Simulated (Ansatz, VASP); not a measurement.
One calculation of Tl, two programs

File INCAR:

```
SYSTEM = Tl
PREC = Accurate
ENCUT = 520
EDIFF = 1E-7
ISMEAR = -1
SIGMA = 0.05
LREAL = .FALSE.
LASPH = .TRUE.
NELM = 60
ALGO = Normal
ISIF = 2
LWAVE = .FALSE.
LCHARG = .TRUE.
GGA = CA
LELF = .TRUE.
LVHAR = .TRUE.
NBANDS = 12
```

File KPOINTS:

```
Automatic mesh
0
G
  13 13 13
  0 0 0
```

POSCAR

```
Tl
1.0
   -1.9279727618      1.9279727618      1.9279727618
    1.9279727618     -1.9279727618      1.9279727618
    1.9279727618      1.9279727618     -1.9279727618
Tl
1
Direct
    0.0000000000      0.0000000000      0.0000000000
```

Input for Ansatz:

```yaml
crystal:
  lattice:
    - [-1.9279727618, 1.9279727618, 1.9279727618]
    - [1.9279727618, -1.9279727618, 1.9279727618]
    - [1.9279727618, 1.9279727618, -1.9279727618]
  atoms:
    - { symbol: Tl, position: [0.0, 0.0, 0.0] }
kpoints:
  mp_grid: { grid: [13, 13, 13] }
  band_path:
    path:
      - [0.0, 0.0, 0.0]
      - [0.5, -0.5, 0.5]
      - [0.0, 0.0, 0.5]
      - [0.0, 0.0, 0.0]
      - [0.25, 0.25, 0.25]
      - [0.5, -0.5, 0.5]
      - [0.25, 0.25, 0.25]
      - [0.0, 0.0, 0.5]
    npoints: 5
scf:
  occupations: { method: fermi_dirac, width: 0.05 }
hamiltonian:
  xc: lda
  pseudopotentials: { kind: all_electron, lapw: { basis_error: 0.00025 } }
output:
  forces: true
  stress: true
  eigenvalues: true
```

Change from the starting cell: volume scaled by 0.98.

Alike in both runs: task single point; functional LDA; k mesh 13 × 13 × 13; occupations fermi-dirac, width 0.05 eV; no spin polarisation.

|  | VASP | Ansatz |
| --- | --- | --- |
| version | VASP 6.6.1 | Ansatz 0.2.0 |
| potentials or method | VASP PAW LDA potentials, release 64 (Tl_d), cutoff 520 eV | all-electron LAPW, scalar-relativistic |

|  | VASP | Ansatz | Ansatz less VASP |
| --- | --- | --- | --- |
| pressure (GPa) | -1.8 | -1.9 | -0.04 |

LDA's correlation is that of Perdew and Zunger in VASP and of Perdew and Wang (1992) in Ansatz. Ansatz ran all-electron here, and VASP with PAW potentials.

Neither program's run includes spin-orbit coupling.
